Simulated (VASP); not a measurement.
Runs of VASP 6.6.1 on Ir. The structure is that of space group Pm-3m (No. 221), or close to it. The cells are those of the table. 

| task | cell | cutoff (eV) | gap on the mesh (eV) | pressure (GPa) |
| --- | --- | --- | --- | --- |
| relaxation of cell and atoms | relaxed from a = 2.482 Å, 1 atom | 600 | none | 0.0 |
| single point | a = 2.582 Å, 1 atom | 520 | none | 11.2 |
| single point | a = 2.546 Å, 1 atom | 520 | none | (a) |
| single point | a = 2.508 Å, 1 atom | 520 | none | 39.0 |
| single point | a = 2.617 Å, 1 atom | 520 | none | 1.5 |

Alike in all rows: level BLYP; potentials or basis VASP PAW PBE potentials, release 64 (Ir); no spin polarisation; k mesh 13 × 13 × 13; smearing fermi-dirac 0.1 eV.

Question: Estimate the missing entries.

Answer: (a) 23.5.

Caveats: the PAW data sets were made with another functional, which shifts forces and pressure a little; spin-orbit coupling is left out, which moves the levels of the heavy elements.

A k mesh can miss the band edges, and the runs leave out spin-orbit coupling on Ir.

A gap of «none» marks levels without a gap at the run's occupations.
